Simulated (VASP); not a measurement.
Here is a VASP 6.6.1 calculation.

The input INCAR:

```
PREC = Accurate
ENCUT = 600
EDIFF = 1E-6
ISMEAR = -1
SIGMA = 0.05
LREAL = False
LASPH = True
NELM = 200
ALGO = Normal
ISIF = 2
LWAVE = False
LCHARG = True
ISPIN = 2
MAGMOM = 1
LORBIT = 11
LMAXMIX = 4
GGA = B5
ALDAX = 1.0
AGGAX = 1.0
AGGAC = 1.0
ALDAC = 0.0
LELF = True
LVHAR = True
NBANDS = 15
GGA_COMPAT = False
```

Contents of KPOINTS:

```
Automatic mesh
0
Gamma
  13 13 13
```

File POSCAR:

```
Ni
1.0
   -1.3837154700      1.3837154700      1.3837154700
    1.3837154700     -1.3837154700      1.3837154700
    1.3837154700      1.3837154700     -1.3837154700
Ni
1
Direct
    0.0000000000      0.0000000000      0.0000000000
```

Potentials or basis: VASP PAW PBE potentials, release 64 (Ni).

The run is started by

```sh
$ cat potpaw_PBE.64/Ni/POTCAR > POTCAR
$ mpirun -np 1 vasp_std > vasp.out
```

Predict the site moments.

Ni +0.53 μB.

Predict the pressure.

17.5 GPa.

Estimate the net moment.

0.53 μB per cell.

Caveat: the PAW data sets were made with another functional, which shifts forces and pressure a little.
